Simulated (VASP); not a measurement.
**W: single point with PBEsol**

Crystal: W.

```
CELL_PARAMETERS angstrom
0.00000 2.03000 1.96910
2.03000 0.00000 1.96910
2.03000 2.03000 0.00000
ATOMIC_POSITIONS crystal
W 0.00000 0.00000 0.00000
```

This cell differs from its parent crystal: strain +0.000 along x and y, -0.030 along z.

| Item | Value |
| --- | --- |
| Program | VASP 6.6.1 |
| Task | single point |
| Functional | PBEsol |
| Potentials or basis | VASP PAW PBE potentials, release 64 (W_sv) |
| Cutoff | 520 eV |
| k mesh | 20 × 20 × 20 |
| Occupations | gaussian, width 0.15 eV |
| Spin | no spin polarisation |

```
Pressure               : -4.0 GPa
Band gap on the k mesh : zero (band 7 reaches 14.01 eV, above the bottom of band 8 at 9.94 eV)
```

Stress tensor (GPa, compression positive):
```
 -0.48   0.00   0.00
  0.00  -0.48   0.00
  0.00   0.00 -10.95
```

Levels at points of the mesh, in eV from the Fermi level:
| k point | band 4 | band 5 | band 6 | band 7 | band 8 | band 9 | band 10 | band 11 |
| --- | --- | --- | --- | --- | --- | --- | --- | --- |
| (0.00, 0.00, 0.00) | -37.24 | -9.09 | -0.73 | -0.73 | -0.33 | 2.26 | 2.85 | 12.83 |
| (0.50, 0.00, 0.00) | -37.38 | -5.70 | -1.07 | -0.60 | 0.66 | 4.95 | 5.24 | 10.43 |
| (0.50, 0.50, 0.00) | -37.73 | -5.58 | -4.67 | 3.52 | 5.03 | 5.87 | 5.87 | 11.50 |
| (0.50, 0.00, 0.50) | -37.63 | -5.62 | -4.58 | 2.90 | 5.04 | 5.60 | 6.07 | 11.73 |

It took 94 s on 1 thread of AMD EPYC 9R45 96-Core Processor (Zen 5) (shared host), peak memory 0.22 GiB.

Caveat: the cell differs from its parent crystal (strain +0.000 along x and y, -0.030 along z); the PAW data sets were made with another functional, which shifts forces and pressure a little; spin-orbit coupling is left out, which moves the levels of the heavy elements.
